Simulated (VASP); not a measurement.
Input of a VASP 6.6.1 run:

INCAR

```
SYSTEM = BeB
PREC = Accurate
ENCUT = 520
EDIFF = 1E-7
ISMEAR = 0
SIGMA = 0.1
LREAL = .FALSE.
LASPH = .TRUE.
NELM = 60
ALGO = Normal
ISIF = 2
LWAVE = .FALSE.
LCHARG = .FALSE.
GGA = PE
NBANDS = 16
```

The input KPOINTS:

```
regular mesh
0
G
  12 12 2
  0 0 0
```

The input POSCAR:

```
BeB
1.0
    2.2696558697      0.0000000000      0.0000000000
   -1.1348279348      1.9655796410      0.0000000000
    0.0000000000      0.0000000000      9.4937701276
Be B
3 3
Direct
    0.0000000000      0.0000000000      0.6654350563
    0.0000000000      0.0000000000      0.0000000000
    0.0000000000      0.0000000000      0.3345649437
    0.3333333333      0.6666666667      0.8337550729
    0.3333333333      0.6666666667      0.1662449271
    0.6666666667      0.3333333333      0.5000000000
```

Potentials or basis: VASP PAW PBE potentials, release 64 (Be, B).

The run is started by

```bash
$ cat potpaw_PBE.64/Be/POTCAR potpaw_PBE.64/B/POTCAR > POTCAR
$ mpirun -np 1 vasp_std > vasp.out
```

**Question.** Predict the pressure.

**Answer.** 0.0 GPa.

**Question.** What does it give for the largest force?

**Answer.** 0.010 eV/Å.

Stress tensor (GPa, compression positive):
```
-0.08  0.00  0.00
 0.00 -0.08  0.00
 0.00  0.00  0.14
```
